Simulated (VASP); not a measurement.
InGa3P2: single point with PBE

InGa3P2:

```
CELL_PARAMETERS angstrom
6.37258 0.00000 0.00000
-3.18629 5.51882 0.00000
0.00000 0.00000 3.59054
ATOMIC_POSITIONS crystal
In 0.00000 0.00000 0.00000
Ga 0.00000 0.50000 0.50000
Ga 0.50000 0.50000 0.50000
Ga 0.50000 0.00000 0.50000
P 0.66667 0.33333 0.00000
P 0.33333 0.66667 0.00000
```

The cell was built from a structure type or drawn by symmetry, and may not be a known phase.

```
Program             : VASP 6.6.1
Task                : single point
Functional          : PBE
Potentials or basis : VASP PAW PBE potentials, release 64 (In_d, Ga_d, P)
Cutoff              : 520 eV
k mesh              : 6 × 6 × 10
Occupations         : gaussian, width 0.1 eV
Spin                : no spin polarisation
```

The pressure is 0.1 GPa. The band gap on the k mesh is zero (bands 31 and 32 overlap by 2.31 eV).

Levels at points of the mesh, in eV from the Fermi level:
| k point | band 27 | band 28 | band 29 | band 30 | band 31 | band 32 | band 33 | band 34 | band 35 | band 36 |
| --- | --- | --- | --- | --- | --- | --- | --- | --- | --- | --- |
| (0.00, 0.00, 0.00) | -4.20 | -2.55 | -1.11 | -0.40 | 0.83 | 0.83 | 2.33 | 3.43 | 3.43 | 3.76 |
| (0.50, 0.00, 0.00) | -2.56 | -1.99 | -1.35 | -0.77 | -0.33 | 0.19 | 1.71 | 2.03 | 3.26 | 3.34 |
| (0.00, 0.00, 0.50) | -4.08 | -4.08 | -3.29 | -1.67 | -1.67 | -0.79 | -0.69 | -0.69 | 3.14 | 3.14 |
| (0.50, 0.00, 0.50) | -4.35 | -3.23 | -2.01 | -1.86 | -0.70 | -0.13 | -0.12 | 1.54 | 2.16 | 2.22 |

It took 80 s on 1 thread of Intel(R) Xeon(R) 6975P-C (Granite Rapids), on a shared host, peak memory 0.35 GiB.

Caveat: spin-orbit coupling is left out, which moves the levels of the heavy elements.
